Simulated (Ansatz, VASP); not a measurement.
## Sb: VASP beside Ansatz

```
Sb
1.0
     3.43508    0.00000    0.00000
    -1.71754    2.97486    0.00000
     0.00000    0.00000    5.43454
Sb
2
Direct
  0.33333 0.66667 0.25000
  0.66667 0.33333 0.75000
```

Change from the starting cell: volume scaled by 1.06, crystal datasets.

Alike in both runs: task electric field gradients; functional PBE; k mesh 12 × 12 × 7; occupations fermi-dirac, width 0.05 eV; no spin polarisation.

```csv
,VASP,Ansatz
version,VASP 6.6.1,Ansatz 0.2.0
potentials or method,"VASP PAW PBE potentials, release 64 (Sb), cutoff 520 eV","all-electron PAW with datasets made for the crystal, scalar-relativistic"
```

Ansatz gave:

```
pressure (GPa)                                                : -0.8
traceless stress, the component that is largest in VASP (GPa) : -0.67
size of Vzz on the site where it differs most (V/Å²)          : 24.5
```

Task: What did VASP give for the same quantities?

Result: Pressure (GPa): -0.9; traceless stress, the component that is largest in VASP (GPa): -0.68; size of Vzz on the site where it differs most (V/Å²): 22.9.

Ansatz ran all-electron here, and VASP with PAW potentials.

Spin-orbit coupling is off throughout.
